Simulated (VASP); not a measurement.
**RbGe4N2: single point with PBE**

The system is RbGe4N2.

```
CELL_PARAMETERS angstrom
-3.29093 3.29093 2.90471
3.29093 -3.29093 2.90471
3.29093 3.29093 -2.90471
ATOMIC_POSITIONS crystal
Rb 0.00000 0.00000 0.00000
Ge 0.74285 0.50000 0.24285
Ge 0.50000 0.74285 0.24285
Ge 0.50000 0.25715 0.75715
Ge 0.25715 0.50000 0.75715
N 0.25000 0.75000 0.50000
N 0.75000 0.25000 0.50000
```

| Item | Value |
| --- | --- |
| Program | VASP 6.6.1 |
| Task | single point |
| Functional | PBE |
| Potentials or basis | VASP PAW PBE potentials, release 64 (Rb_sv, Ge_d, N) |
| Cutoff | 520 eV |
| k mesh | 4 × 4 × 4 |
| Occupations | gaussian, width 0.1 eV |
| Spin | no spin polarisation |
| Dipole correction | no |
| Further INCAR settings | ALGO = Normal; EDIFF = 1e-06; NBANDS = 46 |

The pressure is 6.5 GPa. The largest force is 4.963 eV/Å.

Forces on the atoms (eV/Å):
```
Rb   0.000  0.000  0.000
Ge   0.000  4.963  0.000
Ge   4.963  0.000  0.000
Ge  -4.963  0.000  0.000
Ge   0.000 -4.963  0.000
N    0.000  0.000  0.000
N    0.000  0.000  0.000
```

Stress tensor (GPa, compression positive):
```
7.65 0.00 0.00
0.00 7.65 0.00
0.00 0.00 4.25
```

Levels at points of the mesh, in eV from the Fermi level:
| k point | band 35 | band 36 | band 37 | band 38 | band 39 | band 40 | band 41 | band 42 |
| --- | --- | --- | --- | --- | --- | --- | --- | --- |
| (0.00, 0.00, 0.00) | -4.06 | -2.75 | -1.41 | -0.30 | 0.60 | 1.89 | 1.89 | 3.17 |
| (0.50, 0.00, 0.00) | -2.97 | -2.70 | -1.68 | -0.21 | 1.13 | 2.04 | 2.11 | 2.26 |
| (0.50, 0.50, 0.00) | -3.01 | -2.15 | -0.67 | 0.21 | 0.49 | 0.83 | 1.14 | 1.47 |
| (0.50, 0.50, 0.50) | -2.49 | -2.39 | -2.11 | -1.92 | 1.18 | 1.18 | 2.14 | 2.41 |

Run time: 48 s on 1 thread of Intel(R) Xeon(R) 6975P-C (Granite Rapids) (shared host), peak memory 0.28 GiB.

Caveat: the k points lie up to 0.36 Å⁻¹ apart; forces of over 1 eV/Å act on the atoms, so gaps and moduli don't describe the material at rest.
